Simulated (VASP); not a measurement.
Wanted: the native input for a VASP 6.6.1 run.

```
Task                   : relaxation of cell and atoms
Functional             : r2SCAN
Potentials or basis    : VASP PAW PBE potentials, release 64 (Hf_pv)
Cutoff                 : 600 eV
k mesh                 : 18 × 18 × 10
Occupations            : fermi-dirac, width 0.1 eV
Spin                   : no spin polarisation
Dipole correction      : no
Further INCAR settings : ALGO = Normal; EDIFF = 1e-07; IBRION = 2; EDIFFG = -0.002; NSW = 100; ISIF = 3
```

The system is Hf.

```
Hf
1.0
     3.19670    0.00000    0.00000
    -1.59835    2.76842    0.00000
     0.00000    0.00000    5.05780
Hf
2
Direct
  0.33333 0.66667 0.25000
  0.66667 0.33333 0.75000
```

The input as run:

POSCAR

```
Hf
1.0
    3.1967000000      0.0000000000      0.0000000000
   -1.5983500000      2.7684234083      0.0000000000
    0.0000000000      0.0000000000      5.0578000000
Hf
2
Direct
    0.3333333333      0.6666666667      0.2500000000
    0.6666666667      0.3333333333      0.7500000000
```

INCAR.step1

```
PREC     = Accurate       # precision mode
ENCUT    = 600            # plane-wave cutoff, eV
ISMEAR   = -1             # smearing method
SIGMA    = 0.1            # smearing width, eV
LREAL    = F              # projectors in reciprocal space
LASPH    = T              # aspherical terms in the spheres
NELM     = 60             # most SCF steps
GGA      = PE             # functional
ALGO     = Normal         # electronic algorithm
EDIFF    = 1E-4           # SCF threshold, eV
LWAVE    = T              # write WAVECAR
LCHARG   = F              # write CHGCAR
```

INCAR.step2

```
PREC     = Accurate       # precision mode
ENCUT    = 600            # plane-wave cutoff, eV
EDIFF    = 1E-7           # SCF threshold, eV
ISMEAR   = -1             # smearing method
SIGMA    = 0.1            # smearing width, eV
LREAL    = F              # projectors in reciprocal space
LASPH    = T              # aspherical terms in the spheres
NELM     = 60             # most SCF steps
ALGO     = Normal         # electronic algorithm
ISIF     = 3              # what is computed and relaxed
LWAVE    = F              # write WAVECAR
LCHARG   = F              # write CHGCAR
METAGGA  = R2SCAN         # meta-GGA
LMIXTAU  = T            
IBRION   = 2              # ionic algorithm
NSW      = 100            # ionic steps
EDIFFG   = -0.002         # ionic threshold
ISTART   = 1
```

KPOINTS

```
Automatic mesh
0
Gamma
  18 18 10
```

Potentials or basis: VASP PAW PBE potentials, release 64 (Hf_pv).

Launch:

```console
$ cat potpaw_PBE.64/Hf_pv/POTCAR > POTCAR
$ cp INCAR.step1 INCAR
$ mpirun -np 1 vasp_std > vasp.out
$ cp INCAR.step2 INCAR
$ mpirun -np 1 vasp_std > vasp.out
```

It gave:

The relaxed volume is 22.24 Å³/atom. The relaxed cell is a = 3.194 Å, b = 3.194 Å, c = 5.036 Å, α = 90.00°, β = 90.00°, γ = 120.00° and the space group after relaxing (to 0.1 Å) is P6_3/mmc (No. 194). The energy gained by relaxing is 0.4 meV/atom, the ionic steps are 8 and the pressure after relaxing is 0.0 GPa. The band gap on the k mesh is zero (bands 10 and 11 overlap by 1.88 eV).

Caveat: the PAW data sets were made with another functional, which shifts forces and pressure a little; spin-orbit coupling is left out, which moves the levels of the heavy elements.

Wall time 93 min on 1 thread of Oxide Virtual Turin-like Processor, with other jobs on the host, peak memory 0.27 GiB.
